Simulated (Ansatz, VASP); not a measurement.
# One calculation of Nb2SiO3, two programs

```xyz
12
Lattice="5.3559 0.0000 0.0020 0.0000 5.3361 0.0000 -0.6611 0.0000 5.2726" Properties=species:S:1:pos:R:3 pbc="T T T"
Nb    1.3231    0.4287    3.7537
Nb    3.4195    3.7892    4.2532
Nb    1.6537    4.9074    1.1174
Nb    3.7501    1.5469    1.6169
Si    1.1452    2.9274    2.8908
Si    1.4758    2.4087    0.2545
O    -0.2340    4.8184    4.6052
O     4.6833    2.8931    2.8252
O     0.0966    0.5177    1.9689
O     5.0138    2.4430    0.1889
O     3.0860    5.2977    2.7682
O     3.4165    0.0384    0.1320
```

Alike in both runs: functional PBE; k mesh 6 × 6 × 6; occupations gaussian, width 0.1 eV; no spin polarisation.

Ansatz relaxed the structure, and its values are those at the end. VASP's run is a single point on that final structure, the one shown.

|  | VASP | Ansatz |
| --- | --- | --- |
| version | VASP 6.6.1 | Ansatz 0.2.0 |
| potentials or method | VASP PAW PBE potentials, release 64 (Nb_sv, Si, O), cutoff 520 eV | scalar-relativistic, plane waves, PAW |
| valence electrons in the cell | 96 | 96 |

|  | VASP | Ansatz | Ansatz less VASP |
| --- | --- | --- | --- |
| gap on the k mesh at the Fermi level (eV) | none | none | - |
| pressure (GPa) | -0.3 | 0.0 | +0.28 |
| rms of the force components (eV/Å) | 0.011 | 0.000 | -0.0110 |

A gap of «none» marks a metal or a gap that the smearing closes. The functional is the same, so the differences come from potentials, cutoffs and numerics.
